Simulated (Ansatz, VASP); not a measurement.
# One calculation of ScAg2, two programs

```
CELL_PARAMETERS angstrom
-1.75426 1.75426 4.42570
1.75426 -1.75426 4.42570
1.75426 1.75426 -4.42570
ATOMIC_POSITIONS crystal
Sc 0.00000 0.00000 0.00000
Ag 0.66664 0.66664 0.00000
Ag 0.33336 0.33336 0.00000
```

Alike in both runs: task single point; functional LDA; k mesh 11 × 11 × 11; no spin polarisation.

|  | VASP | Ansatz |
| --- | --- | --- |
| version | VASP 6.6.1 | Ansatz 0.2.0 |
| potentials or method | VASP PAW LDA potentials, release 64 (Sc_sv, Ag), cutoff 520 eV | plane waves, PAW |
| occupations | methfessel-paxton of order 1, width 0.15 eV | cold, width 0.15 eV |
| valence electrons in the cell | 33 | 49 |

```tsv
	VASP	Ansatz	Ansatz less VASP
pressure (GPa)	-4.7	-5.0	-0.26
traceless stress, the component that is largest in VASP (GPa)	-0.73	-0.77	-0.036
```

LDA's correlation is that of Perdew and Zunger in VASP and of Perdew and Wang (1992) in Ansatz. VASP's potentials hold 33 valence electrons a cell and Ansatz's 49, so a difference there can come from the potentials and not from the codes.
